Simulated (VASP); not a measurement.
## NbTe: single point with LDA

NbTe:

```
Te Nb
1.0
     3.72750    0.00000    0.00000
    -1.86375    3.22811    0.00000
     0.00000    0.00000    3.71868
Te Nb
1 1
Direct
  0.66667 0.33333 0.00000
  0.00000 0.00000 0.50000
```

This cell differs from its parent crystal: volume scaled by 1.02.

| Property | Result |
| --- | --- |
| Program | VASP 6.6.1 |
| Task | single point |
| Functional | LDA |
| Potentials or basis | VASP PAW LDA potentials, release 64 (Te, Nb_sv) |
| Cutoff | 520 eV |
| k mesh | 8 × 8 × 7 |
| Occupations | fermi-dirac, width 0.05 eV |
| Spin | no spin polarisation |
| Dipole correction | no |
| Further INCAR settings | ALGO = Normal; EDIFF = 1e-06; NBANDS = 16 |

```yaml
Pressure: -9.5 GPa
```

Stress tensor (GPa, compression positive):
```
 -9.07   0.00   0.00
  0.00  -9.07   0.00
  0.00   0.00 -10.43
```

Levels at points of the mesh, in eV from the Fermi level:
| k point | band 8 | band 9 | band 10 | band 11 | band 12 | band 13 |
| --- | --- | --- | --- | --- | --- | --- |
| (0.00, 0.00, 0.00) | -2.90 | -2.33 | 0.13 | 0.13 | 2.35 | 2.35 |
| (0.50, 0.00, 0.00) | -2.57 | -2.54 | -0.19 | 1.19 | 1.42 | 2.94 |

Run time: 15 s on 1 thread of Intel Xeon 6975P-C, with other jobs on the host, peak memory 0.16 GiB.

Caveat: spin-orbit coupling is left out, which moves the levels of the heavy elements.
